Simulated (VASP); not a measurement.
# Au (Fd-3m) in VASP: single point with LDA

Aim: the single point of Au with LDA.

Everything below comes from runs of VASP 6.6.1. Logs are shortened: lines on timing, memory, paths and dates and some standing lists are left out, and cuts for length are marked.

### 1 The cell of the first run

Symmetry: Fd-3m, No. 227, cubic system. Conventional cell: a = 5.952 Å, b = 5.952 Å, c = 5.952 Å, α = 90.00°, β = 90.00°, γ = 90.00°. Au (site symmetry -43m) has 4 Au at 2.58 Å within 3.4 Å.

### 2 Single point, LDA

Contents of INCAR:

```
SYSTEM = Au
ALGO = Normal
EDIFF = 1E-6
ENCUT = 520
GGA = CA
ISIF = 2
ISMEAR = -1
LASPH = .TRUE.
LCHARG = .FALSE.
LREAL = .FALSE.
LWAVE = .FALSE.
NBANDS = 18
NELM = 60
PREC = Accurate
SIGMA = 0.05
```

Contents of KPOINTS:

```
k-points
0
G
  13 13 13
  0 0 0
```

Contents of POSCAR:

```
Au
1.0
    0.0000000000      2.9759941187      2.9759941187
    2.9759941187      0.0000000000      2.9759941187
    2.9759941187      2.9759941187      0.0000000000
Au
2
Direct
   -0.1250000000     -0.1250000000     -0.1250000000
    0.1250000000      0.1250000000      0.1250000000
```

Potentials or basis: VASP PAW LDA potentials, release 64 (Au).

On the command line:

```sh
$ cat potpaw_LDA.64/Au/POTCAR > POTCAR
$ mpirun -np 1 vasp_std > vasp.out
```

OUTCAR:

```text
SYSTEM = Au
   EDIFF = 1E-6
   ENCUT = 520
   GGA = CA
   ISIF = 2
   ISMEAR = -1
   LASPH = .TRUE.
   LREAL = .FALSE.
   NELM = 60
   PREC = Accurate

 ion  position               nearest neighbor table
   1  0.875  0.875  0.875-   2 2.58   2 2.58   2 2.58   2 2.58
   2  0.125  0.125  0.125-   1 2.58   1 2.58   1 2.58   1 2.58

  LATTYP: Found a face centered cubic cell.
 ALAT       =     5.9519882374

  Lattice vectors:

 A1 = (   0.0000000000,   2.9759941187,   2.9759941187)
 A2 = (   2.9759941187,   0.0000000000,   2.9759941187)
 A3 = (   2.9759941187,   2.9759941187,   0.0000000000)

Analysis of symmetry for initial positions (statically):
=====================================================================
 Subroutine PRICEL returns:
 Original cell was already a primitive cell.

 Routine SETGRP: Setting up the symmetry group for a
 face centered cubic supercell.

 Subroutine GETGRP returns: Found 48 space group operations
 (whereof 12 operations were pure point group operations)
 out of a pool of 48 trial point group operations.

The static configuration has the point symmetry D_3d.
 The point group associated with its full space group is O_h .

Analysis of symmetry for dynamics (positions and initial velocities):
=====================================================================
 Subroutine PRICEL returns:
 Original cell was already a primitive cell.

 Routine SETGRP: Setting up the symmetry group for a
 face centered cubic supercell.

 Subroutine GETGRP returns: Found 48 space group operations
 (whereof 12 operations were pure point group operations)
 out of a pool of 48 trial point group operations.

The dynamic configuration has the point symmetry D_3d.
 The point group associated with its full space group is O_h .

 Subroutine INISYM returns: Found 48 space group operations
 (whereof 12 operations are pure point group operations),
 and found     1 'primitive' translations

----------------------------------------------------------------------------------------

                                     Primitive cell

  volume of cell :      52.7140

  direct lattice vectors                    reciprocal lattice vectors
     0.000000000  2.975994119  2.975994119    -0.168011085  0.168011085  0.168011085
     2.975994119  0.000000000  2.975994119     0.168011085 -0.168011085  0.168011085
     2.975994119  2.975994119  0.000000000     0.168011085  0.168011085 -0.168011085

  length of vectors
     4.208691244  4.208691244  4.208691244     0.291003735  0.291003735  0.291003735

  position of ions in fractional coordinates (direct lattice)
     0.875000000  0.875000000  0.875000000
     0.125000000  0.125000000  0.125000000

  ion indices of the primitive-cell ions
   primitive index   ion index
                 1           1
                 2           2

----------------------------------------------------------------------------------------

 KPOINTS: k-points

Automatic generation of k-mesh.
 Grid dimensions read from file:
 generate k-points for:   13   13   13

 Generating k-lattice:

  Cartesian coordinates                     Fractional coordinates (reciprocal lattice)
    -0.012923930  0.012923930  0.012923930     0.076923077  0.000000000  0.000000000
     0.012923930 -0.012923930  0.012923930     0.000000000  0.076923077  0.000000000
     0.012923930  0.012923930 -0.012923930     0.000000000  0.000000000  0.076923077

  Length of vectors
     0.022384903  0.022384903  0.022384903

  Shift w.r.t. Gamma in fractional coordinates (k-lattice)
     0.000000000  0.000000000  0.000000000

 Subroutine IBZKPT returns following result:
 ===========================================

 Found     84 irreducible k-points:

 Following reciprocal coordinates:
            Coordinates               Weight
  0.000000  0.000000  0.000000      1.000000
  0.076923  0.000000  0.000000      8.000000
  0.153846  0.000000  0.000000      8.000000
  0.230769  0.000000  0.000000      8.000000
  0.307692  0.000000  0.000000      8.000000
  0.384615  0.000000  0.000000      8.000000
[... 16 lines left out ...]
  0.384615  0.153846  0.000000     24.000000
  0.461538  0.153846  0.000000     24.000000
 [... further k-points ...]
   k-points           NKPTS =     84   k-points in BZ     NKDIM =     84   number of bands    NBANDS=     18
   number of dos      NEDOS =    301   number of ions     NIONS =      2
   total plane-waves  NPLWV =  32768
   dimension x,y,z NGX =    32 NGY =   32 NGZ =   32
   dimension x,y,z NGXF=    64 NGYF=   64 NGZF=   64
   ions per type =               2
   NGX,Y,Z   is equivalent  to a cutoff of  12.64, 12.64, 12.64 a.u.
   NGXF,Y,Z  is equivalent  to a cutoff of  25.28, 25.28, 25.28 a.u.
 SYSTEM =  Au
   PREC   = accura    normal or accurate (medium, high low for compatibility)
   ISTART =      0    job   : 0-new  1-cont  2-samecut
   ICHARG =      2    charge: 1-file 2-atom 10-const
   ISPIN  =      1    spin polarized calculation?
   LNONCOLLINEAR =      F non collinear calculations
   LSORBIT =      F    spin-orbit coupling
   LASPH  =      T    aspherical Exc in radial PAW
   ENCUT  =  520.0 eV  38.22 Ry    6.18 a.u.   7.83  7.83  7.83*2*pi/ulx,y,z
   NELM   =     60;   NELMIN=  2; NELMDL= -5     # of ELM steps
   EDIFF  = 0.1E-05   stopping-criterion for ELM
   LREAL  =      F    real-space projection
   EDIFFG = 0.1E-04   stopping-criterion for IOM
   NSW    =      0    number of steps for IOM
   IBRION =     -1    ionic relax: 0-MD 1-quasi-New 2-CG
   NFREE  =      0    steps in history (QN), initial steepest desc. (CG)
   ISIF   =      2    stress and relaxation
   ISYM   =      2    0-nonsym 1-usesym 2-fastsym
   POTIM  = 0.5000    time-step for ionic-motion
   TEBEG  =    0.0;   TEEND  =   0.0 temperature during run
   PSTRESS=    0.0 pullay stress
   NELECT =      22.0000    total number of electrons
   NUPDOWN=      -1.0000    fix difference up-down
   EMIN   =  10.00;   EMAX   =-10.00  energy-range for DOS
   EFERMI =   0.00;   METHOD = LEGACY
   ISMEAR =    -1;   SIGMA  =   0.05  broadening in eV -4-tet -1-fermi 0-gaus
   EFERMI_NEDOS =   21; number of points for ismear=-14 and -15
   IALGO  =     38    algorithm
   IMIX   =      4    mixing-type and parameters
     AMIX     =   0.40;   BMIX     =  1.00
     AMIX_MAG =   1.60;   BMIX_MAG =  1.00
  volume/ion in A,a.u.               =      26.36       177.87
  Fermi-wavevector in a.u.,A,eV,Ry     =   1.223415  2.311918 20.364429  1.496743
  Thomas-Fermi vector in A             =   2.358526
   LORBIT       =      0    0 simple, 1 ext, 2 COOP (PROOUT), +10 PAW based schemes
   GGA     = CA    functional components
   LHFCALC =     F    Hartree Fock is set to
   AEXX    =    0.0000 exact exchange contribution
   IVDW    =     0    specifies the selected vdW correction
   LEPSILON=     F    determine dielectric tensor
   LRPA    =     F    only Hartree local field effects (RPA)
 non-spin polarized calculation
  energy-cutoff  :      520.00
  volume of cell :       52.71
 maximum number of plane-waves:      1431
   NGX = 15   NGY = 15   NGZ = 15

 number of electron      22.0000000 magnetization

 Free energy of the ion-electron system (eV)
  ---------------------------------------------------
  ext. energy  EPLUGINS =         0.00000000
  ---------------------------------------------------
  free energy    TOTEN  =        -6.87967143 eV

  energy without entropy =       -6.87289130  energy(sigma->0) =       -6.87628136

 E-fermi :   3.4825     XC(G=0): -10.2289

 val. band max:        3.4781372292   @ k =   0.4615   0.0000   0.0000
 cond. band min:       3.4963693503   @ k =  -0.3077   0.4615   0.2308
 fundamental gap:      0.0182321212
 Fermi energy:         3.4825421044

 k-point     1 :       0.0000    0.0000    0.0000
  band No.  band energies     occupation
      1      -3.1011      2.00000
      2      -1.0231      2.00000
      3      -1.0231      2.00000
      4      -1.0105      2.00000
      5      -1.0105      2.00000
      6      -1.0105      2.00000
[... 10 lines left out ...]
     17      14.6296      0.00000
     18      14.6296      0.00000

 k-point     2 :       0.0769    0.0000    0.0000
  band No.  band energies     occupation
      1      -3.0248      2.00000
      2      -1.1380      2.00000
      3      -1.1380      2.00000
      4      -1.0165      2.00000
      5      -0.8725      2.00000
      6      -0.8725      2.00000
[... 10 lines left out ...]
     17      15.0943      0.00000
     18      15.0943      0.00000

 k-point     3 :       0.1538    0.0000    0.0000
  band No.  band energies     occupation
      1      -2.8059      2.00000
      2      -1.2187      2.00000
      3      -1.2187      2.00000
      4      -1.0324      2.00000
      5      -0.7347      2.00000
      6      -0.7347      2.00000
[... 10 lines left out ...]
     17      15.4150      0.00000
     18      15.6466      0.00000

 k-point     4 :       0.2308    0.0000    0.0000
  band No.  band energies     occupation
      1      -2.4790      2.00000
      2      -1.2518      2.00000
      3      -1.2518      2.00000
      4      -1.0534      2.00000
      5      -0.6421      2.00000
      6      -0.6421      2.00000
[... 375 lines left out ...]
      4      -1.0810      2.00000
      5      -0.6569      2.00000
      6      -0.3411      2.00000
[... 10 lines left out ...]
     17      16.1342      0.00000
     18      16.9963      0.00000

 k-point    23 :       0.3846    0.1538    0.0000
  band No.  band energies     occupation
      1      -1.7787      2.00000
      2      -1.4568      2.00000
      3      -1.1246      2.00000
      4      -1.0978      2.00000
      5      -0.6025      2.00000
      6      -0.3499      2.00000
[... 10 lines left out ...]
     17      15.6686      0.00000
     18      16.9969      0.00000

 k-point    24 :       0.4615    0.1538    0.0000
  band No.  band energies     occupation
      1      -1.5420      2.00000
      2      -1.4266      2.00000
      3      -1.1346      2.00000
      4      -1.1257      2.00000
      5      -0.5486      2.00000
      6      -0.4377      2.00000
[... 10 lines left out ...]
     17      16.5457      0.00000
     18      16.8373      0.00000

 [... further k-points ...]
[... 5 lines left out ...]
  --------------------------------------------------------------------------------------
  -------------------------------------------------------------------------------------
  Total        0.0889980      0.0889980      0.0889980      0.0000000      0.0000000     -0.0000000
  in kB        2.7049840      2.7049840      2.7049840      0.0000000      0.0000000     -0.0000000
  external PRESSURE =       2.7049840 kB  Pullay stress =       0.0000000 kB

 VOLUME and BASIS-vectors are now :
 -----------------------------------------------------------------------------
  energy-cutoff  :      520.00
  volume of cell :       52.71
      direct lattice vectors                 reciprocal lattice vectors
     0.000000000  2.975994119  2.975994119    -0.168011085  0.168011085  0.168011085
     2.975994119  0.000000000  2.975994119     0.168011085 -0.168011085  0.168011085
     2.975994119  2.975994119  0.000000000     0.168011085  0.168011085 -0.168011085

 POSITION                                       TOTAL-FORCE (eV/Angst)
 -----------------------------------------------------------------------------------
      5.20799      5.20799      5.20799        -0.000000     -0.000000     -0.000000
      0.74400      0.74400      0.74400         0.000000      0.000000      0.000000
 -----------------------------------------------------------------------------------
    total drift:                                0.000000      0.000000     -0.000000

  FREE ENERGIE OF THE ION-ELECTRON SYSTEM (eV)
  ---------------------------------------------------
  free  energy   TOTEN  =        -6.8796714280 eV

  energy  without entropy=       -6.8728912981  energy(sigma->0) =       -6.87628136
```

Run time: 18 s. Hardware: 1 thread of Intel Xeon 6975P-C (Granite Rapids), shared host; peak memory 0.19 GiB.

What came out:

- Free energy: -6.8797 eV
- Pressure: 0.3 GPa
- Band gap on the k mesh: zero (band 11 reaches 3.81 eV, above the bottom of band 12 at 3.23 eV)

Caveat: spin-orbit coupling is left out, which moves the levels of the heavy elements.
